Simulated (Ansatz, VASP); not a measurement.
# ScSi2: VASP beside Ansatz

```
Sc Si
1.0
     3.70816    0.00000    0.00000
    -1.85408    3.21136    0.00000
     0.00000    0.00000    3.92093
Sc Si
1 2
Direct
  0.00000 0.00000 0.00000
  0.33333 0.66667 0.50000
  0.66667 0.33333 0.50000
```

Change from the starting cell: volume scaled by 1.04.

Alike in both runs: task single point; functional PBEsol; k mesh 13 × 13 × 11; occupations fermi-dirac, width 0.05 eV; no spin polarisation.

|  | VASP | Ansatz |
| --- | --- | --- |
| version | VASP 6.6.1 | Ansatz 0.2.0 |
| potentials or method | VASP PAW PBE potentials, release 64 (Sc_sv, Si), cutoff 520 eV | all-electron LAPW, scalar-relativistic |

Ansatz gave:

```
pressure (GPa)                                                : 14.8
traceless stress, the component that is largest in VASP (GPa) : -20.77
```

Estimate VASP's values.

pressure (GPa): 15.1; traceless stress, the component that is largest in VASP (GPa): -20.88.

VASP's potentials were made for PBE, not for PBEsol. Ansatz ran all-electron here, and VASP with PAW potentials.
